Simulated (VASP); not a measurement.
A run of VASP 6.6.1:

Contents of INCAR:

```
SYSTEM = BaTiO3
ALGO = Normal ; EDIFF = 1E-7
ENCUT = 520 ; GGA = PE
GGA_COMPAT = .False. ; ISIF = 2
ISMEAR = -1 ; LASPH = .True.
LCHARG = .False. ; LMAXMIX = 4
LNONCOLLINEAR = .True. ; LORBIT = 11
LORBMOM = .True. ; LREAL = .False.
LSORBIT = .True. ; LUSENCCL = .False.
LWAVE = .False. ; MAGMOM = 0 0 0 0 0 0 0 0 0 0 0 0 0 0 0
NBANDS = 55 ; NELM = 150
PREC = Accurate ; SIGMA = 0.05
```

KPOINTS

```
k-points
0
Gamma
  7 7 7
  0 0 0
```

The input POSCAR:

```
BaTiO3
1.0
    3.9998000000      0.0000000000      0.0000000000
    0.0000000000      3.9998000000      0.0000000000
    0.0000000000      0.0000000000      4.0180000000
Ba Ti O
1 1 3
Direct
    0.0000000000      0.0000000000      0.0000000000
    0.5000000000      0.5000000000      0.4900000000
    0.0000000000      0.5000000000      0.5170000000
    0.5000000000      0.0000000000      0.5170000000
    0.5000000000      0.5000000000      0.0190000000
```

Potentials or basis: VASP PAW PBE potentials, release 64 (Ba_sv, Ti_sv, O).

Launch:

```bash
$ cat potpaw_PBE.64/Ba_sv/POTCAR potpaw_PBE.64/Ti_sv/POTCAR potpaw_PBE.64/O/POTCAR > POTCAR
$ mpirun -np 1 vasp_ncl > vasp.out
```

Hardware: 1 × NVIDIA H100 80GB with 1 thread of Intel(R) Xeon(R) Platinum 8481C CPU @ 2.70GHz (Sapphire Rapids), with other jobs on the host.

Problem. How long does it take, and how much memory?

Solution. It took 5.5 min on 1 × NVIDIA H100 80GB with 1 thread of Intel(R) Xeon(R) Platinum 8481C CPU @ 2.70GHz (Sapphire Rapids), with other jobs on the host, peak memory 1.5 GiB. Counts: scf iterations 18, k points 70.
